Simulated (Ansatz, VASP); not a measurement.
**GaN: VASP beside Ansatz**

The input INCAR:

```
PREC = Accurate ; ENCUT = 520
EDIFF = 1E-7 ; ISMEAR = -1
SIGMA = 0.02 ; LREAL = F
LASPH = T ; NELM = 80
ALGO = Normal ; ISIF = 2
LWAVE = F ; LCHARG = F
GGA = PE ; NBANDS = 26
```

KPOINTS

```
regular mesh
0
Gamma
  12 12 6
```

File POSCAR:

```
GaN
1.0
    3.1831493761      0.0000000000      0.0000000000
   -1.5915746880      2.7566882238      0.0000000000
    0.0000000000      0.0000000000      5.1836252293
Ga N
2 2
Direct
    0.3333333333      0.6666666667     -0.0008868111
    0.6666666667      0.3333333333      0.4991131889
    0.3333333333      0.6666666667      0.3758868111
    0.6666666667      0.3333333333      0.8758868111
```

Input for Ansatz:

```yaml
crystal:
  lattice:
    - [3.1831493761, 0.0, 0.0]
    - [-1.591574688, 2.7566882238, 0.0]
    - [0.0, 0.0, 5.1836252293]
  atoms:
    - { symbol: Ga, position: [0.3333333333, 0.6666666667, -0.0008868111] }
    - { symbol: Ga, position: [0.6666666667, 0.3333333333, 0.4991131889] }
    - { symbol: "N", position: [0.3333333333, 0.6666666667, 0.3758868111] }
    - { symbol: "N", position: [0.6666666667, 0.3333333333, 0.8758868111] }
kpoints:
  mp_grid: { grid: [12, 12, 6] }
  band_path:
    path:
      - [0.0, 0.0, 0.0]
      - [0.5, 0.0, 0.0]
      - [0.3333333333, 0.3333333333, 0.0]
      - [0.0, 0.0, 0.5]
      - [0.5, 0.0, 0.5]
      - [0.3333333333, 0.3333333333, 0.5]
    npoints: 1
hamiltonian:
  xc: pbe
scf:
  occupations: { method: fermi_dirac, width: 0.02 }
  n_extra_bands: 5
output:
  forces: true
  stress: true
  eigenvalues: true
  write_density: true
  write_potential: true
  elf: true
  volumetric_format: npy
```

Alike in both runs: task single point; functional PBE; k mesh 12 × 12 × 6; occupations fermi-dirac, width 0.02 eV; no spin polarisation.

|  | VASP | Ansatz |
| --- | --- | --- |
| version | VASP 6.6.1 | Ansatz 0.2.0 |
| potentials or method | VASP PAW PBE potentials, release 64 (Ga_d, N) | plane waves, PAW |
| plane-wave cutoff (eV) | 520 | 420 |
| valence electrons in the cell | 36 | 36 |

Ansatz gave:

```
gap on the k mesh at the Fermi level (eV)                     : 1.93
pressure (GPa)                                                : 6.2
traceless stress, the component that is largest in VASP (GPa) : 0.05
```

Which values does VASP return?

gap on the k mesh at the Fermi level (eV): 1.94; pressure (GPa): 6.2; traceless stress, the component that is largest in VASP (GPa): 0.08.
